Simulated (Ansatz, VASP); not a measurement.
**Two plane-wave programs on Ti3O5**

```
CELL_PARAMETERS angstrom
4.83668 -1.91187 0.04114
4.83668 1.91187 0.04114
-0.23417 0.00000 9.20466
ATOMIC_POSITIONS crystal
Ti 0.05512 0.05512 0.35957
Ti 0.94488 0.94488 0.64043
Ti 0.77981 0.77981 0.26277
Ti 0.22019 0.22019 0.73723
Ti 0.13252 0.13252 0.04451
Ti 0.86748 0.86748 0.95549
O 0.95797 0.95797 0.15227
O 0.04203 0.04203 0.84773
O 0.86977 0.86977 0.44365
O 0.13023 0.13023 0.55635
O 0.24425 0.24425 0.24264
O 0.75575 0.75575 0.75736
O 0.58699 0.58699 0.34009
O 0.41301 0.41301 0.65991
O 0.67167 0.67167 0.05459
O 0.32833 0.32833 0.94541
```

Alike in both runs: functional PBEsol; k mesh 6 × 6 × 2; occupations gaussian, width 0.1 eV; no spin polarisation.

Ansatz relaxed the structure, and its values are those at the end. VASP's run is a single point on that final structure, the one shown.

|  | VASP | Ansatz |
| --- | --- | --- |
| version | VASP 6.6.1 | Ansatz 0.2.0 |
| potentials or method | VASP PAW PBE potentials, release 64 (Ti_sv, O), cutoff 520 eV | scalar-relativistic, plane waves, PAW |
| valence electrons in the cell | 132 | 132 |

Ansatz gave:

```
gap on the k mesh at the Fermi level (eV) : none
pressure (GPa)                            : -0.2
rms of the force components (eV/Å)        : 0.008
```

What did VASP give for the same quantities?

gap on the k mesh at the Fermi level (eV): none; pressure (GPa): 0.5; rms of the force components (eV/Å): 0.019.

VASP's potentials were made for PBE, not for PBEsol. A gap of «none» marks a metal or a gap that the smearing closes.
